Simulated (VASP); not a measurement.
Input of a VASP 6.6.1 run:

Contents of INCAR:

```
PREC     = Accurate       # precision mode
ENCUT    = 520            # plane-wave cutoff, eV
EDIFF    = 1E-6           # SCF threshold, eV
ISMEAR   = -1             # smearing method
SIGMA    = 0.15           # smearing width, eV
LREAL    = Auto         
LASPH    = T              # aspherical terms in the spheres
NELM     = 100            # most SCF steps
ALGO     = Normal         # electronic algorithm
ISIF     = 2              # what is computed and relaxed
LWAVE    = F              # write WAVECAR
LCHARG   = F              # write CHGCAR
GGA      = PE             # functional
IVDW     = 12             # dispersion correction
NBANDS   = 43             # bands
```

The input KPOINTS:

```
Automatic mesh
0
Gamma
  3 3 1
```

POSCAR

```
Al16H2O
1.0
    5.7275650000      0.0000000000      0.0000000000
    0.0000000000      5.7275650000      0.0000000000
    0.0000000000      0.0000000000     19.0750000000
Al O H
16 1 2
Direct
    0.2500000000      0.2500000000      0.0524246000
    0.7500000000      0.2500000000      0.0524246000
    0.2500000000      0.7500000000      0.0524246000
    0.7500000000      0.7500000000      0.0524246000
   -0.0002141056      0.0001555868      0.1564798524
    0.4993177340      0.0020097531      0.1547551963
   -0.0000456454      0.4981874560      0.1550027433
    0.4994805145      0.4987429932      0.1552576672
    0.2497510898      0.2516316407      0.2639508382
    0.7481122003      0.2519839888      0.2635310766
    0.2518722527      0.7505369000      0.2615866096
    0.7461991321      0.7497444825      0.2612449826
   -0.0016802396     -0.0014708330      0.3659951910
    0.5008660832     -0.0019208009      0.3634050250
   -0.0017715172      0.5140311019      0.3616729497
    0.4994138239      0.4979605830      0.3673738923
    1.0094637849      0.0668900704      0.4738751769
    1.1658525558      0.1362218523      0.4799759241
    0.8992183858      0.1978407884      0.4795757512
```

Potentials or basis: VASP PAW PBE potentials, release 64 (Al, O, H).

The run is started by

```console
$ cat potpaw_PBE.64/Al/POTCAR potpaw_PBE.64/O/POTCAR potpaw_PBE.64/H/POTCAR > POTCAR
$ mpirun -np 1 vasp_std > vasp.out
```

Question: Predict the largest force.

Answer: 0.096 eV/Å.

Question: Estimate the dispersion energy per atom.

Answer: -0.213 eV.

Forces on the atoms (eV/Å):
```
Al  -0.078 -0.049 -0.028
Al   0.074 -0.050 -0.020
Al  -0.056  0.047  0.024
Al   0.053  0.048  0.030
Al   0.001 -0.001  0.002
Al   0.001 -0.002  0.002
Al  -0.001  0.002  0.003
Al   0.001  0.003  0.000
Al  -0.001 -0.001  0.001
Al   0.003  0.000 -0.003
Al  -0.002  0.000 -0.001
Al   0.006  0.000 -0.003
Al   0.001 -0.002  0.007
Al  -0.004  0.004  0.000
Al  -0.002 -0.001 -0.001
Al   0.002  0.001 -0.003
O   -0.010 -0.053 -0.042
H    0.091  0.007  0.015
H   -0.078  0.049  0.016
```

Caveat: the k points lie up to 0.37 Å⁻¹ apart.
